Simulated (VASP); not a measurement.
# Ga (I4/mmm) in VASP: relaxation of cell and atoms with PBE

Aim: the relaxation of cell and atoms of Ga with PBE.

Everything below comes from runs of VASP 6.6.1. Logs are shortened: lines on timing, memory, paths and dates and some standing lists are left out, and cuts for length are marked.

## Step 1: The cell of the first run

It takes space group I4/mmm (No. 139, tetragonal). Conventional cell: a = 2.769 Å, b = 2.769 Å, c = 4.622 Å, α = 90.00°, β = 90.00°, γ = 90.00°. Within 3.6 Å of Ga (site symmetry 4/mmm) lie 12 Ga at 2.77 to 3.03 Å.

## Step 2: Relaxation of cell and atoms, PBE

Contents of INCAR:

```
PREC = Accurate
ENCUT = 600
EDIFF = 1E-7
ISMEAR = 0
SIGMA = 0.1
LREAL = F
LASPH = T
NELM = 80
ALGO = Fast
ISIF = 3
LWAVE = F
LCHARG = F
GGA = PE
IBRION = 2
NSW = 100
EDIFFG = -0.01
```

Contents of KPOINTS:

```
regular mesh
0
Gamma
  22 22 22
```

Contents of POSCAR:

```
Ga
1.0
   -1.3843987196      1.3843987196      2.3112238365
    1.3843987196     -1.3843987196      2.3112238365
    1.3843987196      1.3843987196     -2.3112238365
Ga
1
Direct
    0.0000000000      0.0000000000      0.0000000000
```

Potentials or basis: VASP PAW PBE potentials, release 64 (Ga_d).

On the command line:

```bash
$ cat potpaw_PBE.64/Ga_d/POTCAR > POTCAR
$ mpirun -np 1 vasp_std > vasp.out
```

OUTCAR:

```text
PREC = Accurate
   ENCUT = 600
   EDIFF = 1E-7
   ISMEAR = 0
   LREAL = F
   LASPH = T
   NELM = 80
   ISIF = 3
   GGA = PE
   IBRION = 2
   NSW = 100
   EDIFFG = -0.01

 ion  position               nearest neighbor table
   1  0.000  0.000  0.000-

  LATTYP: Found a body centered tetragonal cell.
 ALAT       =     2.7687974392
 C/A-ratio  =     1.6694784557

  Lattice vectors:

 A1 = (  -1.3843987196,   1.3843987196,   2.3112238365)
 A2 = (   1.3843987196,  -1.3843987196,   2.3112238365)
 A3 = (   1.3843987196,   1.3843987196,  -2.3112238365)

Analysis of symmetry for initial positions (statically):
=====================================================================
 Subroutine PRICEL returns:
 Original cell was already a primitive cell.

 Routine SETGRP: Setting up the symmetry group for a
 body centered tetragonal supercell.

 Subroutine GETGRP returns: Found 16 space group operations
 (whereof 16 operations were pure point group operations)
 out of a pool of 16 trial point group operations.

The static configuration has the point symmetry D_4h.

Analysis of symmetry for dynamics (positions and initial velocities):
=====================================================================
 Subroutine PRICEL returns:
 Original cell was already a primitive cell.

 Routine SETGRP: Setting up the symmetry group for a
 body centered tetragonal supercell.

 Subroutine GETGRP returns: Found 16 space group operations
 (whereof 16 operations were pure point group operations)
 out of a pool of 16 trial point group operations.

The dynamic configuration has the point symmetry D_4h.

 Subroutine INISYM returns: Found 16 space group operations
 (whereof 16 operations are pure point group operations),
 and found     1 'primitive' translations

----------------------------------------------------------------------------------------

                                     Primitive cell

  volume of cell :      17.7184

  direct lattice vectors                    reciprocal lattice vectors
    -1.384398720  1.384398720  2.311223836     0.000000000  0.361167627  0.216335602
     1.384398720 -1.384398720  2.311223836     0.361167627  0.000000000  0.216335602
     1.384398720  1.384398720 -2.311223836     0.361167627  0.361167627  0.000000000

  length of vectors
     3.029005654  3.029005654  3.029005654     0.421002550  0.421002550  0.510768156

  position of ions in fractional coordinates (direct lattice)
     0.000000000  0.000000000  0.000000000

  ion indices of the primitive-cell ions
   primitive index   ion index
                 1           1

----------------------------------------------------------------------------------------

 KPOINTS: regular mesh

Automatic generation of k-mesh.
 Grid dimensions read from file:
 generate k-points for:   22   22   22

 Generating k-lattice:

  Cartesian coordinates                     Fractional coordinates (reciprocal lattice)
     0.000000000  0.016416710  0.009833436     0.045454545  0.000000000  0.000000000
     0.016416710  0.000000000  0.009833436     0.000000000  0.045454545  0.000000000
     0.016416710  0.016416710  0.000000000     0.000000000  0.000000000  0.045454545

  Length of vectors
     0.019136480  0.019136480  0.023216734

  Shift w.r.t. Gamma in fractional coordinates (k-lattice)
     0.000000000  0.000000000  0.000000000

 Subroutine IBZKPT returns following result:
 ===========================================

 Found    834 irreducible k-points:

 Following reciprocal coordinates:
            Coordinates               Weight
  0.000000  0.000000  0.000000      1.000000
  0.045455  0.000000  0.000000      8.000000
  0.090909  0.000000  0.000000      8.000000
  0.136364  0.000000 -0.000000      8.000000
  0.181818  0.000000  0.000000      8.000000
  0.227273 -0.000000  0.000000      8.000000
[... 16 lines left out ...]
  0.500000  0.045455 -0.000000     16.000000
 -0.454545  0.045455 -0.000000     16.000000
 [... further k-points ...]
   k-points           NKPTS =    834   k-points in BZ     NKDIM =    834   number of bands    NBANDS=     10
   number of dos      NEDOS =    301   number of ions     NIONS =      1
   total plane-waves  NPLWV =  13824
   dimension x,y,z NGX =    24 NGY =   24 NGZ =   24
   dimension x,y,z NGXF=    48 NGYF=   48 NGZF=   48
   ions per type =               1
   NGX,Y,Z   is equivalent  to a cutoff of  13.17, 13.17, 13.17 a.u.
   NGXF,Y,Z  is equivalent  to a cutoff of  26.34, 26.34, 26.34 a.u.
 SYSTEM =  unknown system
   PREC   = accura    normal or accurate (medium, high low for compatibility)
   ISTART =      0    job   : 0-new  1-cont  2-samecut
   ICHARG =      2    charge: 1-file 2-atom 10-const
   ISPIN  =      1    spin polarized calculation?
   LNONCOLLINEAR =      F non collinear calculations
   LSORBIT =      F    spin-orbit coupling
   LASPH  =      T    aspherical Exc in radial PAW
   ENCUT  =  600.0 eV  44.10 Ry    6.64 a.u.   6.05  6.05  6.05*2*pi/ulx,y,z
   NELM   =     80;   NELMIN=  2; NELMDL= -5     # of ELM steps
   EDIFF  = 0.1E-06   stopping-criterion for ELM
   LREAL  =      F    real-space projection
   EDIFFG = -.1E-01   stopping-criterion for IOM
   NSW    =    100    number of steps for IOM
   IBRION =      2    ionic relax: 0-MD 1-quasi-New 2-CG
   NFREE  =      1    steps in history (QN), initial steepest desc. (CG)
   ISIF   =      3    stress and relaxation
   ISYM   =      2    0-nonsym 1-usesym 2-fastsym
   POTIM  = 0.5000    time-step for ionic-motion
   TEBEG  =    0.0;   TEEND  =   0.0 temperature during run
   PSTRESS=    0.0 pullay stress
   NELECT =      13.0000    total number of electrons
   NUPDOWN=      -1.0000    fix difference up-down
   EMIN   =  10.00;   EMAX   =-10.00  energy-range for DOS
   EFERMI =   0.00;   METHOD = LEGACY
   ISMEAR =     0;   SIGMA  =   0.10  broadening in eV -4-tet -1-fermi 0-gaus
   EFERMI_NEDOS =   21; number of points for ismear=-14 and -15
   IALGO  =     68    algorithm
   IMIX   =      4    mixing-type and parameters
     AMIX     =   0.40;   BMIX     =  1.00
     AMIX_MAG =   1.60;   BMIX_MAG =  1.00
  volume/ion in A,a.u.               =      17.72       119.57
  Fermi-wavevector in a.u.,A,eV,Ry     =   1.476549  2.790273 29.663375  2.180197
  Thomas-Fermi vector in A             =   2.591062
   LORBIT       =      0    0 simple, 1 ext, 2 COOP (PROOUT), +10 PAW based schemes
   GGA     = PE    functional components
   LHFCALC =     F    Hartree Fock is set to
   AEXX    =    0.0000 exact exchange contribution
   IVDW    =     0    specifies the selected vdW correction
   LEPSILON=     F    determine dielectric tensor
   LRPA    =     F    only Hartree local field effects (RPA)
 conjugate gradient relaxation of ions
 non-spin polarized calculation
 RMM-DIIS sequential band-by-band and
 Gauss-broadening in eV      SIGMA  =   0.10
  energy-cutoff  :      600.00
  volume of cell :       17.72
 maximum number of plane-waves:       622
   NGX = 13   NGY = 13   NGZ = 13

--------------------------------------- Ionic step        1  -------------------------------------------

 number of electron      12.9999997 magnetization

 Free energy of the ion-electron system (eV)
  ---------------------------------------------------
  ext. energy  EPLUGINS =         0.00000000
  ---------------------------------------------------
  free energy    TOTEN  =        -2.87263774 eV

  energy without entropy =       -2.87062680  energy(sigma->0) =       -2.87163227

------------------------ aborting loop because EDIFF is reached ----------------------------------------

  FORCE on cell =-STRESS in cart. coord.  units (eV):
  Direction    XX          YY          ZZ          XY          YZ          ZX
  --------------------------------------------------------------------------------------
  -------------------------------------------------------------------------------------
  Total        0.5259135      0.5259135      0.2585351      0.0000000      0.0000000      0.0000000
  in kB       47.5554739     47.5554739     23.3779087      0.0000000      0.0000000      0.0000000
  external PRESSURE =      39.4962855 kB  Pullay stress =       0.0000000 kB

 VOLUME and BASIS-vectors are now :
 -----------------------------------------------------------------------------
  energy-cutoff  :      600.00
  volume of cell :       17.72
      direct lattice vectors                 reciprocal lattice vectors
    -1.384398720  1.384398720  2.311223836     0.000000000  0.361167627  0.216335602
     1.384398720 -1.384398720  2.311223836     0.361167627  0.000000000  0.216335602
     1.384398720  1.384398720 -2.311223836     0.361167627  0.361167627  0.000000000
[... 211 lines left out ...]
 POSITION                                       TOTAL-FORCE (eV/Angst)
 -----------------------------------------------------------------------------------
      0.00000     -0.00000      0.00000         0.000000      0.000000      0.000000
 -----------------------------------------------------------------------------------
    total drift:                                0.000000      0.000000      0.000000

  FREE ENERGIE OF THE ION-ELECTRON SYSTEM (eV)
  ---------------------------------------------------
  free  energy   TOTEN  =        -2.8895283925 eV

  energy  without entropy=       -2.8877955093  energy(sigma->0) =       -2.88866195

--------------------------------------- Ionic step        8  -------------------------------------------

 number of electron      13.0000007 magnetization

 Free energy of the ion-electron system (eV)
  ---------------------------------------------------
  ext. energy  EPLUGINS =         0.00000000
  ---------------------------------------------------
  free energy    TOTEN  =        -2.88956948 eV

  energy without entropy =       -2.88778487  energy(sigma->0) =       -2.88867717

 E-fermi :   5.5392     XC(G=0): -11.0147

 val. band max:        5.5370961263   @ k =  -0.0909   0.3182   0.0909
 cond. band min:       5.5461637030   @ k =  -0.3636  -0.3636   0.0455
 fundamental gap:      0.0090675767
 Fermi energy:         5.5391811591

 k-point     1 :       0.0000    0.0000    0.0000
  band No.  band energies     occupation
      1      -9.4478      2.00000
      2      -9.3217      2.00000
      3      -9.3217      2.00000
      4      -9.3182      2.00000
      5      -9.1832      2.00000
      6      -5.4921      2.00000
      7      17.7001      0.00000
      8      17.7798      0.00000
      9      17.7798      0.00000
     10      21.3238      0.00000

 k-point     2 :       0.0455    0.0000    0.0000
  band No.  band energies     occupation
      1      -9.4449      2.00000
      2      -9.3230      2.00000
      3      -9.3196      2.00000
      4      -9.3170      2.00000
      5      -9.1846      2.00000
      6      -5.4388      2.00000
      7      17.0602      0.00000
      8      17.5322      0.00000
      9      17.7213      0.00000
     10      20.7899      0.00000
[... 274 lines left out ...]
 k-point    24 :      -0.4545    0.0455   -0.0000
  band No.  band energies     occupation
      1      -9.4352      2.00000
      2      -9.4077      2.00000
      3      -9.3073      2.00000
      4      -9.1721      2.00000
      5      -9.1306      2.00000
      6      -0.3421      2.00000
      7       2.8691      2.00000
      8      13.4400      0.00000
      9      16.5394      0.00000
     10      17.9368      0.00000

 [... further k-points ...]

------------------------ aborting loop because EDIFF is reached ----------------------------------------

  FORCE on cell =-STRESS in cart. coord.  units (eV):
  Direction    XX          YY          ZZ          XY          YZ          ZX
  --------------------------------------------------------------------------------------
  -------------------------------------------------------------------------------------
  Total        0.0097538      0.0097538     -0.0035056      0.0000000     -0.0000000      0.0000000
  in kB        0.8275861      0.8275861     -0.2974433      0.0000000     -0.0000000      0.0000000
  external PRESSURE =       0.4525763 kB  Pullay stress =       0.0000000 kB

 VOLUME and BASIS-vectors are now :
 -----------------------------------------------------------------------------
  energy-cutoff  :      600.00
  volume of cell :       18.88
      direct lattice vectors                 reciprocal lattice vectors
    -1.431026946  1.431026946  2.305227803     0.000000000  0.349399430  0.216898304
     1.431026946 -1.431026946  2.305227803     0.349399430  0.000000000  0.216898304
     1.431026946  1.431026946 -2.305227803     0.349399430  0.349399430  0.000000000

 POSITION                                       TOTAL-FORCE (eV/Angst)
 -----------------------------------------------------------------------------------
     -1.43103      1.43103      2.30523         0.000000      0.000000     -0.000000
 -----------------------------------------------------------------------------------
    total drift:                               -0.000000     -0.000000      0.000000

  FREE ENERGIE OF THE ION-ELECTRON SYSTEM (eV)
  ---------------------------------------------------
  free  energy   TOTEN  =        -2.8895694756 eV

  energy  without entropy=       -2.8877848664  energy(sigma->0) =       -2.88867717

 reached required accuracy - stopping structural energy minimisation
```

It took 9.6 min on 1 thread of Intel Xeon Platinum 8259CL at 2.50GHz (Skylake/Cascade Lake), shared host; peak memory 0.33 GiB.

Results:

```
Free energy                           : -2.8896 eV
Relaxed volume                        : 18.88 Å³/atom
Relaxed cell                          : a = 3.068 Å, b = 3.068 Å, c = 3.068 Å, α = 124.38°, β = 124.38°, γ = 82.56°
Space group after relaxing (to 0.1 Å) : I4/mmm (No. 139)
Energy gained by relaxing             : 16.9 meV/atom
Ionic steps                           : 8
Pressure after relaxing               : 0.0 GPa
Band gap on the k mesh                : zero (an odd number of electrons rules out a gap without spin polarisation)
```

Step by step:
```csv
step,energy change (eV),largest force (eV/Å),pressure (GPa),volume (Å³)
1,0.0000,0.0000,3.95,17.72
2,-0.0159,0.0000,0.30,18.86
3,-0.0161,0.0000,-0.24,19.04
4,-0.0161,0.0000,-0.17,19.00
5,-0.0161,0.0000,-0.09,18.98
6,-0.0165,0.0000,-0.07,18.95
7,-0.0169,0.0000,0.05,18.90
8,-0.0169,0.0000,0.05,18.88
```

Final structure:
```xyz
1
Lattice="-1.4310 1.4310 2.3052 1.4310 -1.4310 2.3052 1.4310 1.4310 -2.3052" Properties=species:S:1:pos:R:3 pbc="T T T"
Ga   -1.4310    1.4310    2.3052
```

Levels at points of the mesh, in eV from the Fermi level:
| k point | band 2 | band 3 | band 4 | band 5 | band 6 | band 7 | band 8 | band 9 | band 10 |
| --- | --- | --- | --- | --- | --- | --- | --- | --- | --- |
| (0.00, 0.00, 0.00) | -14.86 | -14.86 | -14.86 | -14.72 | -11.03 | 12.16 | 12.24 | 12.24 | 15.78 |
| (0.50, 0.00, 0.00) | -14.95 | -14.85 | -14.70 | -14.66 | -4.89 | -3.93 | 8.06 | 11.40 | 12.06 |
| (0.50, 0.50, 0.00) | -15.02 | -14.71 | -14.70 | -14.59 | -1.97 | -1.41 | 3.86 | 4.88 | 7.75 |
| (0.50, 0.50, 0.50) | -15.02 | -14.67 | -14.67 | -14.67 | -4.04 | -3.44 | 6.44 | 6.44 | 9.64 |
